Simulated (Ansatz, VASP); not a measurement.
NaF in VASP and in Ansatz

File INCAR:

```
SYSTEM = NaF
ALGO     = Normal         ! electronic algorithm
EDIFF    = 1E-8           ! SCF threshold, eV
ENCUT    = 520            ! plane-wave cutoff, eV
GGA      = PE             ! functional
ISIF     = 2              ! what is computed and relaxed
ISMEAR   = -1             ! smearing method
LASPH    = .True.         ! aspherical terms in the spheres
LCHARG   = .False.        ! write CHGCAR
LEFG     = .True.       
LREAL    = .False.        ! projectors in reciprocal space
LWAVE    = .False.        ! write WAVECAR
NBANDS   = 14             ! bands
NELM     = 80             ! most SCF steps
PREC     = Accurate       ! precision mode
SIGMA    = 0.03           ! smearing width, eV
```

KPOINTS

```
k-points
0
Gamma
  11 11 11
  0 0 0
```

File POSCAR:

```
NaF
1.0
    0.0000000000      2.1653550940      2.1653550940
    2.1653550940      0.0000000000      2.1653550940
    2.1653550940      2.1653550940      0.0000000000
Na F
1 1
Direct
    0.0000000000      0.0000000000      0.0000000000
    0.5000000000      0.5000000000      0.5000000000
```

Input for Ansatz:

```yaml
crystal:
  lattice:
    - [0.0, 2.165355094, 2.165355094]
    - [2.165355094, 0.0, 2.165355094]
    - [2.165355094, 2.165355094, 0.0]
  atoms:
    - { symbol: Na, position: [0.0, 0.0, 0.0] }
    - { symbol: F, position: [0.5, 0.5, 0.5] }
kpoints:
  mp_grid: { grid: [11, 11, 11] }
  band_path:
    path:
      - [0.0, 0.0, 0.0]
      - [0.5, 0.0, 0.5]
      - [0.625, 0.25, 0.625]
      - [0.375, 0.375, 0.75]
      - [0.0, 0.0, 0.0]
      - [0.5, 0.5, 0.5]
      - [0.5, 0.25, 0.75]
      - [0.5, 0.0, 0.5]
    npoints: 6
scf:
  occupations: { method: fermi_dirac, width: 0.03 }
hamiltonian:
  xc: pbe
  pseudopotentials: { kind: paw }
output:
  forces: true
  stress: true
  eigenvalues: true
  efg: { contact_densities: true }
  populations: true
  write_density: true
  write_potential: true
  elf: true
  volumetric_format: npy
```

Change from the starting cell: volume scaled by 0.85, PAW files.

Alike in both runs: task electric field gradients; functional PBE; k mesh 11 × 11 × 11; occupations fermi-dirac, width 0.03 eV; no spin polarisation.

|  | VASP | Ansatz |
| --- | --- | --- |
| version | VASP 6.6.1 | Ansatz 0.2.0 |
| potentials or method | VASP PAW PBE potentials, release 64 (Na_pv, F) | PAW with Ansatz's default frozen-core files, scalar-relativistic |
| plane-wave cutoff (eV) | 520 | 420 |
| valence electrons in the cell | 14 | 16 |

```tsv
	VASP	Ansatz	Ansatz less VASP
gap on the k mesh at the Fermi level (eV)	7.55	7.57	+0.022
pressure (GPa)	19.6	19.4	-0.22
```

VASP's potentials hold 14 valence electrons a cell and Ansatz's 16, so a difference there can come from the potentials and not from the codes.
